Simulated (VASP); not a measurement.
# Mg5Zn3O8 (P1) in VASP: single point with PBEsol

Aim: the single point of Mg5Zn3O8 with PBEsol.

All numbers are computed with VASP 6.6.1; they aren't measurements. Logs are shortened: lines on timing, memory, paths and dates and some standing lists are left out, and cuts for length are marked.

### 1 The cell of the first run

The typed cell holds 64 atoms: a = 8.468 Å, b = 8.468 Å, c = 8.468 Å, α = 90.00°, β = 90.00°, γ = 90.00°.

### 2 Single point, PBEsol

File INCAR:

```
  ALGO = Normal
  EDIFF = 1E-7
  ENCUT = 520
  GGA = PS
  ISIF = 2
  ISMEAR = -1
  ISYM = 0
  LASPH = T
  LCHARG = F
  LREAL = Auto
  LWAVE = F
  NBANDS = 226
  NELM = 60
  PREC = Accurate
  SIGMA = 0.05
```

File KPOINTS:

```
Automatic mesh
0
Gamma
  1 1 1
  0.25 0.25 0.25
```

File POSCAR:

```
Mg5Zn3O8
1.0
    8.4683565444      0.0000000000      0.0000000000
    0.0000000000      8.4683565444      0.0000000000
    0.0000000000      0.0000000000      8.4683565444
O Mg Zn
32 20 12
Direct
    0.2502670000      0.9997530000      0.0003190000
    0.2502790000      0.9974140000      0.4993780000
    0.2529240000      0.4999900000      0.0025550000
    0.2502820000      0.5022690000      0.4970930000
    0.7500850000      0.9993050000      0.0000770000
    0.7502190000      0.9992130000      0.4995320000
    0.7482740000      0.4992480000      0.9984040000
    0.7501770000      0.4993640000      0.5021760000
    0.0024360000      0.2478250000      0.9974190000
    0.9984770000      0.2520070000      0.5021010000
    0.0024690000      0.7512700000      0.9974220000
    0.0002800000      0.7467120000      0.5025160000
    0.4978600000      0.2498120000      0.0020410000
    0.5025360000      0.2520860000      0.4981570000
    0.4974540000      0.7489800000      0.9971540000
    0.5001060000      0.7465070000      0.5021700000
    0.9999270000      0.9996250000      0.2476600000
    0.0001560000      0.9998470000      0.7529310000
    0.0018550000      0.4992380000      0.2515310000
    0.9978320000      0.4993530000      0.7474320000
    0.5003440000      0.0018980000      0.2472930000
    0.5006750000      0.9974540000      0.7525710000
    0.4976560000      0.4966030000      0.2496970000
    0.5029750000      0.5019140000      0.7503880000
    0.2524320000      0.2493500000      0.2476500000
    0.2481570000      0.2477110000      0.7514980000
    0.2500060000      0.7500330000      0.2500700000
    0.2500560000      0.7527630000      0.7495670000
    0.7481640000      0.2465810000      0.2522420000
    0.7529900000      0.2490030000      0.7470870000
    0.7502050000      0.7515650000      0.2518860000
    0.7504330000      0.7498170000      0.7466690000
    0.9999310000      0.9995980000      0.0004030000
    0.0003760000      0.4991670000      0.4991680000
    0.5003530000      0.9995250000      0.0000840000
    0.5009330000      0.4995040000      0.0002030000
    0.4999150000      0.4991090000      0.5000170000
    0.2501020000      0.2502640000      0.9995670000
    0.2498940000      0.7493710000      0.0000680000
    0.2501320000      0.7499000000      0.4995140000
    0.7504840000      0.2491730000      0.4995170000
    0.7502340000      0.7492140000      0.4989070000
    0.2498440000      0.9999480000      0.2506320000
    0.2506650000      0.0004860000      0.7491460000
    0.2495520000      0.4994060000      0.2496620000
    0.7505100000      0.9989190000      0.2497830000
    0.7500770000      0.9998560000      0.7497930000
    0.7504640000      0.4991000000      0.7505770000
    0.0007170000      0.2500270000      0.7497670000
    0.0001520000      0.7493030000      0.7500360000
    0.5005110000      0.2493550000      0.2501050000
    0.5003230000      0.7495580000      0.7497340000
    0.9999440000      0.9992550000      0.5007860000
    0.0003440000      0.4994720000      0.9997070000
    0.5006110000      0.9992260000      0.4996970000
    0.2503460000      0.2501110000      0.4994580000
    0.7502350000      0.2490990000      0.9999050000
    0.7500230000      0.7495950000      0.9991010000
    0.2504240000      0.5005100000      0.7497890000
    0.7497510000      0.4990430000      0.2505080000
    0.0002450000      0.2492130000      0.2497270000
    0.0002770000      0.7494690000      0.2499190000
    0.5006870000      0.2497300000      0.7501750000
    0.4996560000      0.7492230000      0.2496480000
```

Potentials or basis: VASP PAW PBE potentials, release 64 (O, Mg, Zn).

The run is started by

```sh
cat potpaw_PBE.64/O/POTCAR potpaw_PBE.64/Mg/POTCAR potpaw_PBE.64/Zn/POTCAR > POTCAR
mpirun -np 1 vasp_std > vasp.out
```

OUTCAR:

```text
EDIFF = 1E-7
   ENCUT = 520
   GGA = PS
   ISIF = 2
   ISMEAR = -1
   ISYM = 0
   LASPH = T
   LREAL = Auto
   NELM = 60
   PREC = Accurate

 ion  position               nearest neighbor table
   1  0.250  1.000  0.000-  35 2.12  43 2.12  33 2.12  39 2.12  38 2.12  44 2.13
   2  0.250  0.997  0.499-  40 2.10  43 2.11  44 2.12  55 2.12  53 2.12  56 2.14
   3  0.253  0.500  0.003-  45 2.09  36 2.10  39 2.11  38 2.12  54 2.14  59 2.14
   4  0.250  0.502  0.497-  45 2.10  40 2.10  37 2.11  34 2.12  56 2.14  59 2.14
   5  0.750  0.999  0.000-  46 2.11  58 2.11  35 2.11  57 2.12  33 2.12  47 2.12
   6  0.750  0.999  0.500-  55 2.11  53 2.11  46 2.11  41 2.12  42 2.12  47 2.12
[... 76 lines left out ...]
  58  0.750  0.750  0.999-   5 2.11   7 2.12  32 2.14  11 2.14  15 2.14  31 2.14  48 2.99  52 2.99
                            36 2.99  50 2.99  47 2.99  35 2.99  33 2.99  46 2.99  54 3.00  64 3.00
  59  0.250  0.501  0.750-  28 2.14  24 2.14  20 2.14   4 2.14   3 2.14  26 2.14  52 2.99  50 2.99
                            39 2.99  37 2.99  40 2.99  54 2.99  38 2.99  49 3.00  34 3.00  56 3.00
  60  0.750  0.499  0.251-   8 2.13  19 2.13  23 2.13   7 2.13  29 2.14  31 2.14  42 2.99  41 2.99
                            51 2.99  36 2.99  34 2.99  37 2.99  64 3.00  61 3.00  57 3.00  62 3.00
  61  0.000  0.249  0.250-  17 2.11  19 2.12  29 2.13  25 2.14   9 2.14  10 2.14  43 2.99  33 2.99
                            34 2.99  45 2.99  41 2.99  57 2.99  56 2.99  38 2.99  46 2.99  54 3.00
  62  0.000  0.749  0.250-  27 2.11  31 2.12  17 2.12  19 2.12  11 2.14  12 2.14  42 2.99  46 2.99
                            45 2.99  40 2.99  39 2.99  34 2.99  33 2.99  43 2.99  54 3.00  53 3.00
  63  0.501  0.250  0.750-  13 2.13  14 2.13  24 2.14  22 2.14  30 2.14  26 2.14  48 2.99  47 2.99
                            44 2.99  57 2.99  37 2.99  36 2.99  38 2.99  35 2.99  41 3.00  55 3.00
  64  0.500  0.749  0.250-  27 2.11  31 2.12  15 2.14  16 2.14  23 2.14  21 2.14  36 2.99  39 2.99
                            40 2.99  42 2.99  35 2.99  45 2.99  55 2.99  60 3.00  37 3.00  43 3.00

IMPORTANT INFORMATION: All symmetrisations will be switched off!
NOSYMM: (Re-)initialisation of all symmetry stuff for point group C_1.

----------------------------------------------------------------------------------------

                                     Primitive cell

  volume of cell :     607.2918

  direct lattice vectors                    reciprocal lattice vectors
     8.468356544  0.000000000  0.000000000     0.118086667  0.000000000  0.000000000
     0.000000000  8.468356544  0.000000000     0.000000000  0.118086667  0.000000000
     0.000000000  0.000000000  8.468356544     0.000000000  0.000000000  0.118086667

  length of vectors
     8.468356544  8.468356544  8.468356544     0.118086667  0.118086667  0.118086667

  position of ions in fractional coordinates (direct lattice)
     0.250267000  0.999753000  0.000319000
     0.250279000  0.997414000  0.499378000
     0.252924000  0.499990000  0.002555000
     0.250282000  0.502269000  0.497093000
     0.750085000  0.999305000  0.000077000
     0.750219000  0.999213000  0.499532000
[... 56 lines left out ...]
     0.500687000  0.249730000  0.750175000
     0.499656000  0.749223000  0.249648000

  ion indices of the primitive-cell ions
   primitive index   ion index
                 1           1
                 2           2
                 3           3
                 4           4
                 5           5
                 6           6
[... 56 lines left out ...]
                63          63
                64          64

----------------------------------------------------------------------------------------

 KPOINTS: Automatic mesh

Automatic generation of k-mesh.
 Grid dimensions read from file:
 generate k-points for:    1    1    1

 Generating k-lattice:

  Cartesian coordinates                     Fractional coordinates (reciprocal lattice)
     0.118086667  0.000000000  0.000000000     1.000000000  0.000000000  0.000000000
     0.000000000  0.118086667  0.000000000     0.000000000  1.000000000  0.000000000
     0.000000000  0.000000000  0.118086667     0.000000000  0.000000000  1.000000000

  Length of vectors
     0.118086667  0.118086667  0.118086667

  Shift w.r.t. Gamma in fractional coordinates (k-lattice)
     0.250000000  0.250000000  0.250000000

 Subroutine IBZKPT returns following result:
 ===========================================

 Found      4 irreducible k-points:

 Following reciprocal coordinates:
            Coordinates               Weight
  0.250000  0.250000  0.250000      2.000000
 -0.250000  0.250000  0.250000      2.000000
 -0.250000 -0.250000  0.250000      2.000000
  0.250000 -0.250000  0.250000      2.000000
   k-points           NKPTS =      4   k-points in BZ     NKDIM =      4   number of bands    NBANDS=    226
   number of dos      NEDOS =    301   number of ions     NIONS =     64
   total plane-waves  NPLWV = 262144
   dimension x,y,z NGX =    64 NGY =   64 NGZ =   64
   dimension x,y,z NGXF=   128 NGYF=  128 NGZF=  128
   ions per type =              32  20  12
   NGX,Y,Z   is equivalent  to a cutoff of  12.56, 12.56, 12.56 a.u.
   NGXF,Y,Z  is equivalent  to a cutoff of  25.13, 25.13, 25.13 a.u.
 SYSTEM =  unknown system
   PREC   = accura    normal or accurate (medium, high low for compatibility)
   ISTART =      0    job   : 0-new  1-cont  2-samecut
   ICHARG =      2    charge: 1-file 2-atom 10-const
   ISPIN  =      1    spin polarized calculation?
   LNONCOLLINEAR =      F non collinear calculations
   LSORBIT =      F    spin-orbit coupling
   LASPH  =      T    aspherical Exc in radial PAW
   ENCUT  =  520.0 eV  38.22 Ry    6.18 a.u.  15.75 15.75 15.75*2*pi/ulx,y,z
   NELM   =     60;   NELMIN=  2; NELMDL= -5     # of ELM steps
   EDIFF  = 0.1E-06   stopping-criterion for ELM
   LREAL  =      T    real-space projection
   EDIFFG = 0.1E-05   stopping-criterion for IOM
   NSW    =      0    number of steps for IOM
   IBRION =     -1    ionic relax: 0-MD 1-quasi-New 2-CG
   NFREE  =      0    steps in history (QN), initial steepest desc. (CG)
   ISIF   =      2    stress and relaxation
   ISYM   =      0    0-nonsym 1-usesym 2-fastsym
   POTIM  = 0.5000    time-step for ionic-motion
   TEBEG  =    0.0;   TEEND  =   0.0 temperature during run
   PSTRESS=    0.0 pullay stress
   NELECT =     376.0000    total number of electrons
   NUPDOWN=      -1.0000    fix difference up-down
   EMIN   =  10.00;   EMAX   =-10.00  energy-range for DOS
   EFERMI =   0.00;   METHOD = LEGACY
   ISMEAR =    -1;   SIGMA  =   0.05  broadening in eV -4-tet -1-fermi 0-gaus
   EFERMI_NEDOS =   21; number of points for ismear=-14 and -15
   IALGO  =     38    algorithm
   IMIX   =      4    mixing-type and parameters
     AMIX     =   0.40;   BMIX     =  1.00
     AMIX_MAG =   1.60;   BMIX_MAG =  1.00
  volume/ion in A,a.u.               =       9.49        64.03
  Fermi-wavevector in a.u.,A,eV,Ry     =   1.395313  2.636759 26.489161  1.946898
  Thomas-Fermi vector in A             =   2.518777
   LORBIT       =      0    0 simple, 1 ext, 2 COOP (PROOUT), +10 PAW based schemes
   GGA     = PS    functional components
   LHFCALC =     F    Hartree Fock is set to
   AEXX    =    0.0000 exact exchange contribution
   IVDW    =     0    specifies the selected vdW correction
   LEPSILON=     F    determine dielectric tensor
   LRPA    =     F    only Hartree local field effects (RPA)
 non-spin polarized calculation
  energy-cutoff  :      520.00
  volume of cell :      607.29
 maximum number of plane-waves:     16317
 NGX is ok and might be reduce to    64
   NGX = 31   NGY = 31   NGZ = 31

 number of electron     376.0000284 magnetization

 Free energy of the ion-electron system (eV)
  ---------------------------------------------------
  ext. energy  EPLUGINS =         0.00000000
  ---------------------------------------------------
  free energy    TOTEN  =      -364.42797794 eV

  energy without entropy =     -364.42797794  energy(sigma->0) =     -364.42797794

 E-fermi :   4.2774     XC(G=0): -11.7953

 val. band max:        3.0770016545   @ k =   0.2500   0.2500   0.2500
 cond. band min:       6.8380965624   @ k =   0.2500   0.2500   0.2500
 fundamental gap:      3.7610949079
 Fermi energy:         4.2773949028

 k-point     1 :       0.2500    0.2500    0.2500
  band No.  band energies     occupation
      1     -14.6830      2.00000
      2     -14.3428      2.00000
      3     -14.2779      2.00000
      4     -14.2089      2.00000
      5     -14.0077      2.00000
      6     -13.9495      2.00000
[... 192 lines left out ...]
    199      10.0968      0.00000
    200      10.1950      0.00000

 k-point     2 :      -0.2500    0.2500    0.2500
  band No.  band energies     occupation
      1     -14.6835      2.00000
      2     -14.3398      2.00000
      3     -14.2644      2.00000
      4     -14.2301      2.00000
      5     -14.0043      2.00000
      6     -13.9398      2.00000
[... 192 lines left out ...]
    199       9.9483      0.00000
    200      10.0811      0.00000

 k-point     3 :      -0.2500   -0.2500    0.2500
  band No.  band energies     occupation
      1     -14.6845      2.00000
      2     -14.3120      2.00000
      3     -14.2804      2.00000
      4     -14.2504      2.00000
      5     -13.9756      2.00000
      6     -13.9498      2.00000
[... 192 lines left out ...]
    199       9.9851      0.00000
    200      10.0910      0.00000

 k-point     4 :       0.2500   -0.2500    0.2500
  band No.  band energies     occupation
      1     -14.6837      2.00000
      2     -14.3323      2.00000
      3     -14.2758      2.00000
      4     -14.2278      2.00000
      5     -13.9961      2.00000
      6     -13.9487      2.00000
[... 192 lines left out ...]
    199       9.9564      0.00000
    200      10.1500      0.00000
 [bands above 200 left out]

------------------------ aborting loop because EDIFF is reached ----------------------------------------

  FORCE on cell =-STRESS in cart. coord.  units (eV):
  Direction    XX          YY          ZZ          XY          YZ          ZX
  --------------------------------------------------------------------------------------
  -------------------------------------------------------------------------------------
  Total        0.1613817      0.2650478      0.2638553     -0.2651505      0.3915659      0.2786698
  in kB        0.4257625      0.6992580      0.6961117     -0.6995289      1.0330422      0.7351958
  external PRESSURE =       0.6070441 kB  Pullay stress =       0.0000000 kB

 VOLUME and BASIS-vectors are now :
 -----------------------------------------------------------------------------
  energy-cutoff  :      520.00
  volume of cell :      607.29
      direct lattice vectors                 reciprocal lattice vectors
     8.468356544  0.000000000  0.000000000     0.118086667  0.000000000  0.000000000
     0.000000000  8.468356544  0.000000000     0.000000000  0.118086667  0.000000000
     0.000000000  0.000000000  8.468356544     0.000000000  0.000000000  0.118086667

 POSITION                                       TOTAL-FORCE (eV/Angst)
 -----------------------------------------------------------------------------------
      2.11935      8.46626      0.00270        -0.000509     -0.004247      0.000178
      2.11945      8.44646      4.22891         0.007506     -0.039268      0.004621
      2.14185      4.23409      0.02164         0.036111     -0.014416      0.032721
      2.11948      4.25339      4.20956        -0.000658      0.046989     -0.047924
      6.35199      8.46247      0.00065         0.000669      0.003066     -0.000209
      6.35312      8.46169      4.23022         0.000419      0.000175     -0.000537
[... 56 lines left out ...]
      4.24000      2.11480      6.35275        -0.000358      0.002623      0.000670
      4.23127      6.34469      2.11411         0.000338      0.000650     -0.001319
 -----------------------------------------------------------------------------------
    total drift:                               -0.028123      0.032812      0.022135

  FREE ENERGIE OF THE ION-ELECTRON SYSTEM (eV)
  ---------------------------------------------------
  free  energy   TOTEN  =      -364.4279779449 eV

  energy  without entropy=     -364.4279779448  energy(sigma->0) =     -364.42797794
```

Wall time 49 min (1 thread of Oxide Virtual Turin-like, shared host); peak memory 0.74 GiB.

What came out:

```yaml
Free_energy: -364.4280 eV
Pressure: 0.1 GPa
Largest_force: 0.085 eV/Å
Band_gap_on_the_k_mesh: 3.76 eV
```

Forces on the atoms (eV/Å):
```
O   -0.001 -0.004  0.000
O    0.008 -0.039  0.005
O    0.036 -0.014  0.033
O   -0.001  0.047 -0.048
O    0.001  0.003  0.000
O    0.000  0.000 -0.001
O   -0.039  0.010 -0.036
O   -0.006 -0.009  0.043
O    0.057 -0.043 -0.042
O   -0.060  0.040  0.042
O    0.046  0.044 -0.056
O    0.000 -0.054  0.048
O   -0.048  0.003  0.048
O    0.036  0.040 -0.057
O   -0.032  0.013 -0.032
O    0.001 -0.048  0.050
O    0.007  0.002 -0.043
O   -0.008 -0.007  0.040
O    0.040 -0.014  0.036
O   -0.035  0.013 -0.036
O    0.001  0.049 -0.048
O   -0.002 -0.050  0.045
O   -0.032 -0.034  0.012
O    0.035  0.034 -0.013
O    0.050 -0.006 -0.047
O   -0.043 -0.043  0.056
O   -0.001 -0.002 -0.002
O   -0.005  0.041 -0.008
O   -0.041 -0.042  0.056
O    0.052 -0.002 -0.048
O   -0.013  0.035  0.036
O    0.008  0.007 -0.039
Mg   0.002  0.000 -0.004
Mg   0.000  0.005  0.004
Mg  -0.001 -0.001  0.000
Mg  -0.002 -0.001  0.000
Mg   0.002  0.004  0.000
Mg  -0.001  0.000  0.001
Mg   0.000  0.005  0.000
Mg   0.000 -0.002  0.003
Mg   0.000  0.003  0.000
Mg  -0.001  0.002  0.005
Mg   0.000  0.000 -0.005
Mg  -0.001 -0.004  0.003
Mg   0.002  0.002  0.002
Mg  -0.002  0.002  0.000
Mg   0.002 -0.002  0.000
Mg  -0.001  0.001 -0.005
Mg  -0.003 -0.002  0.001
Mg   0.000  0.001  0.000
Mg  -0.003  0.000  0.000
Mg  -0.001  0.003 -0.002
Zn  -0.001 -0.002  0.002
Zn   0.004  0.003 -0.005
Zn  -0.001 -0.001  0.001
Zn   0.001  0.000  0.000
Zn  -0.004 -0.004 -0.003
Zn  -0.003  0.003 -0.004
Zn  -0.001  0.003  0.002
Zn  -0.004  0.000  0.004
Zn   0.002  0.001  0.001
Zn   0.003  0.004  0.003
Zn   0.000  0.003  0.001
Zn   0.000  0.001 -0.001
```

Levels at points of the mesh, in eV from the valence-band top:
```tsv
k point	band 185	band 186	band 187	band 188	band 189	band 190	band 191	band 192
(0.25, 0.25, 0.25)	-0.26	-0.19	-0.13	0.00	3.76	4.99	5.34	5.72
```

Caveat: the PAW data sets were made with another functional, which shifts forces and pressure a little; a shifted mesh leaves out Γ, where band edges can lie. A k mesh can miss the band edges.
